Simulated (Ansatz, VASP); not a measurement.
P3OsW: VASP beside Ansatz

Contents of INCAR:

```
PREC = Accurate ; ENCUT = 600
EDIFF = 1E-7 ; ISMEAR = 0
SIGMA = 0.1 ; LREAL = F
LASPH = T ; NELM = 100
ALGO = Normal ; ISIF = 3
LWAVE = F ; LCHARG = F
GGA = PE ; IBRION = 2
NSW = 100 ; EDIFFG = -0.01
```

File KPOINTS:

```
Automatic mesh
0
Gamma
  10 10 6
```

POSCAR

```
P3OsW
1.0
    3.5824469763      0.0000000000      0.0000000000
    0.0000000000      3.5824469763      0.0000000000
    0.0000000000      0.0000000000      6.4929892035
P Os W
3 1 1
Direct
    0.5000000000      0.5000000000      0.9727525114
    0.0000000000      0.5000000000      0.3835301023
    0.5000000000      0.0000000000      0.3835301023
    0.5000000000      0.5000000000      0.6005591286
    0.0000000000      0.0000000000      0.1196281555
```

Input for Ansatz:

```yaml
crystal:
  lattice:
    - [3.5824469763, 0.0, 0.0]
    - [0.0, 3.5824469763, 0.0]
    - [0.0, 0.0, 6.4929892035]
  atoms:
    - { symbol: P, position: [0.5, 0.5, 0.9727525114] }
    - { symbol: P, position: [0.0, 0.5, 0.3835301023] }
    - { symbol: P, position: [0.5, 0.0, 0.3835301023] }
    - { symbol: Os, position: [0.5, 0.5, 0.6005591286] }
    - { symbol: W, position: [0.0, 0.0, 0.1196281555] }
basis:
  ecutwfc: 420
kpoints:
  mp_grid: { grid: [10, 10, 6] }
hamiltonian:
  xc: pbe
scf:
  occupations: { method: gaussian, width: 0.1 }
output:
  forces: true
  stress: true
  eigenvalues: true
relax:
  adjacent_minimum: "off"
  f_tol: 0.01
  max_steps: 80
  cell: { stress_tol: 0.05 }
```

Alike in both runs: task relaxation of cell and atoms; functional PBE; k mesh 10 × 10 × 6; occupations gaussian, width 0.1 eV; no spin polarisation.

|  | VASP | Ansatz |
| --- | --- | --- |
| version | VASP 6.6.1 | Ansatz 0.2.0 |
| potentials or method | VASP PAW PBE potentials, release 64 (P, Os, W_sv), cutoff 600 eV | scalar-relativistic, plane waves, PAW |
| valence electrons in the cell | 37 | 45 |

|  | VASP | Ansatz | Ansatz less VASP |
| --- | --- | --- | --- |
| gap on the k mesh at the Fermi level, each at its own relaxed structure (eV) | none | none | - |
| relaxed volume (Å³/atom) | 16.65 | 16.61 | -0.037 |
| relaxed length of the cell vector where the two differ most in proportion (Å) | 3.631 | 3.624 | -0.0062 |

A gap of «none» marks a metal or a gap that the smearing closes. VASP's potentials hold 37 valence electrons a cell and Ansatz's 45, so a difference there can come from the potentials and not from the codes.

Spin-orbit coupling is off throughout.
